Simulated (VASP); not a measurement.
# Hf (Pm-3n) in VASP: notebook

The runs below take Hf through single point, relaxation of cell and atoms, with PBEsol.

All numbers are computed with VASP 6.6.1; they aren't measurements. Logs are shortened: lines on timing, memory, paths and dates and some standing lists are left out, and cuts for length are marked.

### Step 1. The cell of the first run

The structure is cubic, space group Pm-3n (No. 223). Conventional cell: a = 5.564 Å, b = 5.564 Å, c = 5.564 Å, α = 90.00°, β = 90.00°, γ = 90.00°. Within 4.1 Å of Hf (site symmetry m-3) lie 12 Hf at 3.11 Å. Hf (site symmetry -4m2) has 14 Hf at 2.78 to 3.41 Å within 3.7 Å.

### Step 2. Single point, PBEsol

The input, INCAR:

```
PREC = Accurate
ENCUT = 520
EDIFF = 1E-6
ISMEAR = -1
SIGMA = 0.1
LREAL = F
LASPH = T
NELM = 80
ALGO = Normal
ISIF = 2
LWAVE = F
LCHARG = F
GGA = PS
NBANDS = 50
```

The input, KPOINTS:

```
regular mesh
0
Gamma
  5 5 5
```

The input, POSCAR:

```
Hf
1.0
    5.5640002589      0.0000000000      0.0000000000
    0.0000000000      5.5640002589      0.0000000000
    0.0000000000      0.0000000000      5.5640002589
Hf
8
Direct
    1.0000000000      1.0000000000      0.0000000000
    0.5000000000      0.5000000000      0.5000000000
    0.2500000000      0.0000000000      0.5000000000
    0.7500000000      1.0000000000      0.5000000000
    0.5000000000      0.2500000000      1.0000000000
    0.5000000000      0.7500000000      1.0000000000
    0.0000000000      0.5000000000      0.2500000000
    0.0000000000      0.5000000000      0.7500000000
```

Potentials or basis: VASP PAW PBE potentials, release 64 (Hf_pv).

Launch:

```console
$ cat potpaw_PBE.64/Hf_pv/POTCAR > POTCAR
$ mpirun -np 1 vasp_std > vasp.out
```

OUTCAR:

```text
PREC = Accurate
   ENCUT = 520
   EDIFF = 1E-6
   ISMEAR = -1
   LREAL = F
   LASPH = T
   NELM = 80
   ISIF = 2
   GGA = PS

 ion  position               nearest neighbor table
   1  0.000  0.000  0.000-   3 3.11   4 3.11   5 3.11   6 3.11   7 3.11   8 3.11   3 3.11   4 3.11
                             7 3.11   8 3.11   5 3.11   6 3.11
   2  0.500  0.500  0.500-   3 3.11   4 3.11   5 3.11   6 3.11   7 3.11   8 3.11   5 3.11   6 3.11
                             3 3.11   4 3.11   7 3.11   8 3.11
   3  0.250  0.000  0.500-   4 2.78   4 2.78   1 3.11   1 3.11   2 3.11   2 3.11   8 3.41   5 3.41
                             5 3.41   6 3.41   6 3.41   7 3.41   8 3.41   7 3.41
   4  0.750  0.000  0.500-   3 2.78   3 2.78   1 3.11   1 3.11   2 3.11   2 3.11   8 3.41   5 3.41
                             5 3.41   6 3.41   6 3.41   7 3.41   8 3.41   7 3.41
   5  0.500  0.250  0.000-   6 2.78   6 2.78   1 3.11   2 3.11   2 3.11   1 3.11   8 3.41   4 3.41
                             3 3.41   4 3.41   3 3.41   7 3.41   7 3.41   8 3.41
   6  0.500  0.750  0.000-   5 2.78   5 2.78   1 3.11   2 3.11   2 3.11   1 3.11   8 3.41   4 3.41
                             3 3.41   4 3.41   3 3.41   7 3.41   7 3.41   8 3.41
   7  0.000  0.500  0.250-   8 2.78   8 2.78   1 3.11   2 3.11   1 3.11   2 3.11   3 3.41   4 3.41
                             5 3.41   3 3.41   4 3.41   6 3.41   5 3.41   6 3.41
   8  0.000  0.500  0.750-   7 2.78   7 2.78   1 3.11   2 3.11   1 3.11   2 3.11   3 3.41   4 3.41
                             5 3.41   3 3.41   4 3.41   6 3.41   5 3.41   6 3.41

  LATTYP: Found a simple cubic cell.
 ALAT       =     5.5640002589

  Lattice vectors:

 A1 = (   5.5640002589,   0.0000000000,   0.0000000000)
 A2 = (   0.0000000000,   5.5640002589,   0.0000000000)
 A3 = (   0.0000000000,   0.0000000000,   5.5640002589)

Analysis of symmetry for initial positions (statically):
=====================================================================
 Subroutine PRICEL returns:
 Original cell was already a primitive cell.

 Routine SETGRP: Setting up the symmetry group for a
 simple cubic supercell.

 Subroutine GETGRP returns: Found 48 space group operations
 (whereof 24 operations were pure point group operations)
 out of a pool of 48 trial point group operations.

The static configuration has the point symmetry T_h .
 The point group associated with its full space group is O_h .

Analysis of symmetry for dynamics (positions and initial velocities):
=====================================================================
 Subroutine PRICEL returns:
 Original cell was already a primitive cell.

 Routine SETGRP: Setting up the symmetry group for a
 simple cubic supercell.

 Subroutine GETGRP returns: Found 48 space group operations
 (whereof 24 operations were pure point group operations)
[... 110 lines left out ...]
   PSTRESS=    0.0 pullay stress
   NELECT =      80.0000    total number of electrons
   NUPDOWN=      -1.0000    fix difference up-down
   EMIN   =  10.00;   EMAX   =-10.00  energy-range for DOS
   EFERMI =   0.00;   METHOD = LEGACY
   ISMEAR =    -1;   SIGMA  =   0.10  broadening in eV -4-tet -1-fermi 0-gaus
   EFERMI_NEDOS =   21; number of points for ismear=-14 and -15
   IALGO  =     38    algorithm
   IMIX   =      4    mixing-type and parameters
     AMIX     =   0.40;   BMIX     =  1.00
     AMIX_MAG =   1.60;   BMIX_MAG =  1.00
  volume/ion in A,a.u.               =      21.53       145.30
  Fermi-wavevector in a.u.,A,eV,Ry     =   1.267801  2.395796 21.868901  1.607319
  Thomas-Fermi vector in A             =   2.400929
   LORBIT       =      0    0 simple, 1 ext, 2 COOP (PROOUT), +10 PAW based schemes
   GGA     = PS    functional components
   LHFCALC =     F    Hartree Fock is set to
   AEXX    =    0.0000 exact exchange contribution
   IVDW    =     0    specifies the selected vdW correction
   LEPSILON=     F    determine dielectric tensor
   LRPA    =     F    only Hartree local field effects (RPA)
 non-spin polarized calculation
  energy-cutoff  :      520.00
  volume of cell :      172.25
 maximum number of plane-waves:      4697
 NGX is ok and might be reduce to    42
   NGX = 21   NGY = 21   NGZ = 21

 number of electron      79.9999973 magnetization

 Free energy of the ion-electron system (eV)
  ---------------------------------------------------
  ext. energy  EPLUGINS =         0.00000000
  ---------------------------------------------------
  free energy    TOTEN  =       -82.45308398 eV

  energy without entropy =      -81.91679446  energy(sigma->0) =      -82.18493922

 E-fermi :   4.5081     XC(G=0): -11.5527

 val. band max:        4.4948143144   @ k =   0.4000   0.4000   0.2000
 cond. band min:       4.5100468254   @ k =   0.4000   0.0000   0.0000
 fundamental gap:      0.0152325110
 Fermi energy:         4.5081350190

 k-point     1 :       0.0000    0.0000    0.0000
  band No.  band energies     occupation
      1     -26.0875      2.00000
      2     -26.0875      2.00000
      3     -25.9768      2.00000
      4     -25.7678      2.00000
      5     -25.7678      2.00000
      6     -25.7678      2.00000
[... 519 lines left out ...]
     49       7.4892      0.00000
     50       7.4892      0.00000

------------------------ aborting loop because EDIFF is reached ----------------------------------------

  FORCE on cell =-STRESS in cart. coord.  units (eV):
  Direction    XX          YY          ZZ          XY          YZ          ZX
  --------------------------------------------------------------------------------------
  -------------------------------------------------------------------------------------
  Total       -0.3383890     -0.3383890     -0.3383890     -0.0000000      0.0000000      0.0000000
  in kB       -3.1474972     -3.1474972     -3.1474972     -0.0000000      0.0000000      0.0000000
  external PRESSURE =      -3.1474972 kB  Pullay stress =       0.0000000 kB

 VOLUME and BASIS-vectors are now :
 -----------------------------------------------------------------------------
  energy-cutoff  :      520.00
  volume of cell :      172.25
      direct lattice vectors                 reciprocal lattice vectors
     5.564000259  0.000000000  0.000000000     0.179726807  0.000000000  0.000000000
     0.000000000  5.564000259  0.000000000     0.000000000  0.179726807  0.000000000
     0.000000000  0.000000000  5.564000259     0.000000000  0.000000000  0.179726807

 POSITION                                       TOTAL-FORCE (eV/Angst)
 -----------------------------------------------------------------------------------
      0.00000      0.00000      0.00000        -0.000000      0.000000     -0.000000
      2.78200      2.78200      2.78200        -0.000000      0.000000     -0.000000
      1.39100      0.00000      2.78200        -0.000000     -0.000000     -0.000000
      4.17300      0.00000      2.78200         0.000000      0.000000      0.000000
      2.78200      1.39100      0.00000        -0.000000      0.000000      0.000000
      2.78200      4.17300      0.00000         0.000000      0.000000     -0.000000
      0.00000      2.78200      1.39100        -0.000000     -0.000000      0.000000
      0.00000      2.78200      4.17300         0.000000      0.000000     -0.000000
 -----------------------------------------------------------------------------------
    total drift:                                0.000000     -0.000000     -0.000000

  FREE ENERGIE OF THE ION-ELECTRON SYSTEM (eV)
  ---------------------------------------------------
  free  energy   TOTEN  =       -82.4530839789 eV

  energy  without entropy=      -81.9167944598  energy(sigma->0) =      -82.18493922
```

stdout:

```text
POSCAR found type information on POSCAR Hf
 POSCAR found :  1 types and       8 ions
 scaLAPACK will be used
 -----------------------------------------------------------------------------
|                                                                             |
|                                                                             |
|     You enforced a specific xc type in the INCAR file but a different       |
|     I HOPE YOU KNOW WHAT YOU ARE DOING!                                     |
|                                                                             |
 -----------------------------------------------------------------------------

 LDA part: xc-table for (Slater+PW92), standard interpolation
 POSCAR, INCAR and KPOINTS ok, starting setup
 FFT: planning ... GRIDC
 FFT: planning ... GRID_SOFT
 FFT: planning ... GRID
 WAVECAR not read
 entering main loop
```

It took 76 s on 1 thread of Intel Xeon Platinum 8488C (Sapphire Rapids), shared host; peak memory 0.27 GiB.

What came out:

- Free energy: -82.4531 eV
- Pressure: -0.3 GPa
- Band gap on the k mesh: zero (bands 40 and 41 overlap by 0.55 eV)

Levels at points of the mesh, in eV from the Fermi level:
```tsv
k point	band 38	band 39	band 40	band 41	band 42	band 43
(0.00, 0.00, 0.00)	-0.70	-0.44	-0.44	-0.44	-0.14	0.11
```

Caveat: the PAW data sets were made with another functional, which shifts forces and pressure a little; spin-orbit coupling is left out, which moves the levels of the heavy elements.

### Step 3. Single point, PBEsol

The input, INCAR:

```
SYSTEM = Hf
PREC = Accurate
ENCUT = 520
EDIFF = 1E-7
ISMEAR = -1
SIGMA = 0.1
LREAL = .FALSE.
LASPH = .TRUE.
NELM = 100
ALGO = Normal
ISIF = 2
LWAVE = .FALSE.
LCHARG = .FALSE.
GGA = PS
NBANDS = 50
```

The input, KPOINTS:

```
regular mesh
0
G
  6 6 6
  0 0 0
```

POSCAR is that of step 2.

Potentials or basis: VASP PAW PBE potentials, release 64 (Hf_pv).

Launch:

```console
$ cat potpaw_PBE.64/Hf_pv/POTCAR > POTCAR
$ mpirun -np 1 vasp_std > vasp.out
```

OUTCAR:

```text
SYSTEM = Hf
   PREC = Accurate
   ENCUT = 520
   EDIFF = 1E-7
   ISMEAR = -1
   LREAL = .FALSE.
   LASPH = .TRUE.
   NELM = 100
   ISIF = 2
   GGA = PS

 ion  position               nearest neighbor table
   1  0.000  0.000  0.000-   3 3.11   4 3.11   5 3.11   6 3.11   7 3.11   8 3.11   3 3.11   4 3.11
                             7 3.11   8 3.11   5 3.11   6 3.11
   2  0.500  0.500  0.500-   3 3.11   4 3.11   5 3.11   6 3.11   7 3.11   8 3.11   5 3.11   6 3.11
                             3 3.11   4 3.11   7 3.11   8 3.11
   3  0.250  0.000  0.500-   4 2.78   4 2.78   1 3.11   1 3.11   2 3.11   2 3.11   8 3.41   5 3.41
                             5 3.41   6 3.41   6 3.41   7 3.41   8 3.41   7 3.41
[... 1277 lines left out ...]
  in kB       -3.2382539     -3.2382539     -3.2382539     -0.0000000      0.0000000      0.0000000
  external PRESSURE =      -3.2382539 kB  Pullay stress =       0.0000000 kB

 VOLUME and BASIS-vectors are now :
 -----------------------------------------------------------------------------
  energy-cutoff  :      520.00
  volume of cell :      172.25
      direct lattice vectors                 reciprocal lattice vectors
     5.564000259  0.000000000  0.000000000     0.179726807  0.000000000  0.000000000
     0.000000000  5.564000259  0.000000000     0.000000000  0.179726807  0.000000000
     0.000000000  0.000000000  5.564000259     0.000000000  0.000000000  0.179726807

 POSITION                                       TOTAL-FORCE (eV/Angst)
 -----------------------------------------------------------------------------------
      0.00000      0.00000      0.00000         0.000000     -0.000000      0.000000
      2.78200      2.78200      2.78200         0.000000     -0.000000      0.000000
      1.39100      0.00000      2.78200         0.000000      0.000000     -0.000000
      4.17300      0.00000      2.78200        -0.000000     -0.000000      0.000000
      2.78200      1.39100      0.00000         0.000000      0.000000     -0.000000
      2.78200      4.17300      0.00000        -0.000000     -0.000000     -0.000000
      0.00000      2.78200      1.39100         0.000000      0.000000     -0.000000
      0.00000      2.78200      4.17300         0.000000     -0.000000      0.000000
 -----------------------------------------------------------------------------------
    total drift:                                0.000000     -0.000000     -0.000000

  FREE ENERGIE OF THE ION-ELECTRON SYSTEM (eV)
  ---------------------------------------------------
  free  energy   TOTEN  =       -82.4535292349 eV

  energy  without entropy=      -81.9201054728  energy(sigma->0) =      -82.18681735
```

stdout:

```text
POSCAR found type information on POSCAR Hf
 POSCAR found :  1 types and       8 ions
 scaLAPACK will be used
 -----------------------------------------------------------------------------
|                                                                             |
|                                                                             |
|     You enforced a specific xc type in the INCAR file but a different       |
|     I HOPE YOU KNOW WHAT YOU ARE DOING!                                     |
|                                                                             |
 -----------------------------------------------------------------------------

 LDA part: xc-table for (Slater+PW92), standard interpolation
 POSCAR, INCAR and KPOINTS ok, starting setup
 FFT: planning ... GRIDC
 FFT: planning ... GRID_SOFT
 FFT: planning ... GRID
 WAVECAR not read
 entering main loop
```

Run time: 2.2 min. Hardware: 1 thread of Intel Xeon Platinum 8488C (Sapphire Rapids), shared host; peak memory 0.31 GiB.

Results:

| Property | Result |
| --- | --- |
| Free energy | -82.4535 eV |
| Pressure | -0.3 GPa |
| Band gap on the k mesh | zero (bands 40 and 41 overlap by 0.54 eV) |

Caveat: the PAW data sets were made with another functional, which shifts forces and pressure a little; spin-orbit coupling is left out, which moves the levels of the heavy elements.

### Step 4. Relaxation of cell and atoms, PBEsol

This run uses another cell than the first one, of 22.38 Å³/atom.

The input, INCAR:

```
SYSTEM = Hf
PREC = Accurate ; ENCUT = 600
EDIFF = 1E-7 ; ISMEAR = -1
SIGMA = 0.1 ; LREAL = .FALSE.
LASPH = .TRUE. ; NELM = 100
ALGO = Normal ; ISIF = 3
LWAVE = .FALSE. ; LCHARG = .FALSE.
GGA = PS ; IBRION = 2
NSW = 80 ; EDIFFG = -0.01
```

The input, KPOINTS:

```
Automatic mesh
0
G
  5 5 5
  0 0 0
```

The input, POSCAR:

```
Hf
1.0
    5.6361846402      0.0000000000      0.0000000000
    0.0000000000      5.6361846402      0.0000000000
    0.0000000000      0.0000000000      5.6361846402
Hf
8
Direct
    0.0000000000      0.0000000000      0.0000000000
    0.5000000000      0.5000000000      0.5000000000
    0.2500000000      0.0000000000      0.5000000000
    0.7500000000      0.0000000000      0.5000000000
    0.5000000000      0.2500000000      0.0000000000
    0.5000000000      0.7500000000      0.0000000000
    0.0000000000      0.5000000000      0.2500000000
    0.0000000000      0.5000000000      0.7500000000
```

Launch:

```console
$ cat potpaw_PBE.64/Hf_pv/POTCAR > POTCAR
$ mpirun -np 1 vasp_std > vasp.out
```

Wall time 3.7 min (1 thread of Intel Xeon Platinum 8488C (Sapphire Rapids), shared host); peak memory 0.36 GiB.

It converged, with:

```yaml
Free_energy: -82.4563 eV
Relaxed_volume: 21.47 Å³/atom
Relaxed_cell: a = 5.559 Å, b = 5.559 Å, c = 5.559 Å, α = 90.00°, β = 90.00°, γ = 90.00°
Space_group_after_relaxing_to_0.1_Å: Pm-3n (No. 223)
Energy_gained_by_relaxing: 11.8 meV/atom
Ionic_steps: 3
Pressure_after_relaxing: 0.0 GPa
Band_gap_on_the_k_mesh: zero (bands 40 and 41 overlap by 0.55 eV)
```

Step by step:
```csv
step,energy change (eV),largest force (eV/Å),pressure (GPa),volume (Å³)
1,0.0000,0.0000,-4.00,179.04
2,-0.0028,0.0000,4.44,164.93
3,-0.0942,0.0000,-0.03,171.77
```

Final structure:
```
Hf
1.0
     5.55885    0.00000    0.00000
     0.00000    5.55885    0.00000
     0.00000    0.00000    5.55885
Hf
8
Direct
  0.00000 0.00000 0.00000
  0.50000 0.50000 0.50000
  0.25000 0.00000 0.50000
  0.75000 0.00000 0.50000
  0.50000 0.25000 0.00000
  0.50000 0.75000 0.00000
  0.00000 0.50000 0.25000
  0.00000 0.50000 0.75000
```

Levels at points of the mesh, in eV from the Fermi level:
```tsv
k point	band 37	band 38	band 39	band 40	band 41	band 42	band 43	band 44
(0.00, 0.00, 0.00)	-0.70	-0.70	-0.44	-0.44	-0.44	-0.15	0.11	0.11
```

Caveat: the PAW data sets were made with another functional, which shifts forces and pressure a little; spin-orbit coupling is left out, which moves the levels of the heavy elements.

### Step 5. The runs side by side

```csv
task,cell,k mesh,cutoff (eV),gap on the mesh (eV),pressure (GPa)
single point,"a = 5.564 Å, 8 atoms",5 × 5 × 5,520,none,-0.3
single point,"a = 5.564 Å, 8 atoms",6 × 6 × 6,520,none,-0.3
relaxation of cell and atoms,"relaxed from a = 5.636 Å, 8 atoms",5 × 5 × 5,600,none,0.0
```

Alike in all rows: level PBEsol; potentials or basis VASP PAW PBE potentials, release 64 (Hf_pv); no spin polarisation; smearing fermi-dirac 0.1 eV.

Caveats: the PAW data sets were made with another functional, which shifts forces and pressure a little; spin-orbit coupling is left out, which moves the levels of the heavy elements.

Total energies depend on the potentials used, so only differences within one code and one set of settings carry meaning.
